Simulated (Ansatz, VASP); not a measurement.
One calculation of Al3C2, two programs

```
Al C
1.0
     5.33414    0.00000    0.00000
    -2.66707    4.61950    0.00000
     0.00000    0.00000    2.88040
Al C
3 2
Direct
  0.50000 0.00000 0.50000
  0.00000 0.50000 0.50000
  0.50000 0.50000 0.50000
  0.33333 0.66667 0.00000
  0.66667 0.33333 0.00000
```

Alike in both runs: functional PBE; k mesh 6 × 6 × 6; occupations gaussian, width 0.1 eV; no spin polarisation.

Ansatz relaxed the structure, and its values are those at the end. VASP's run is a single point on that final structure, the one shown.

|  | VASP | Ansatz |
| --- | --- | --- |
| version | VASP 6.6.1 | Ansatz 0.2.0 |
| potentials or method | VASP PAW PBE potentials, release 64 (Al, C), cutoff 520 eV | scalar-relativistic, plane waves, PAW |
| valence electrons in the cell | 17 | 17 |

```tsv
	VASP	Ansatz	Ansatz less VASP
gap on the k mesh at the Fermi level (eV)	none	none	-
pressure (GPa)	-0.3	-0.3	+0.03
```

A gap of «none» marks a metal or a gap that the smearing closes.

The k mesh is coarse, so the values compare programs but aren't converged.
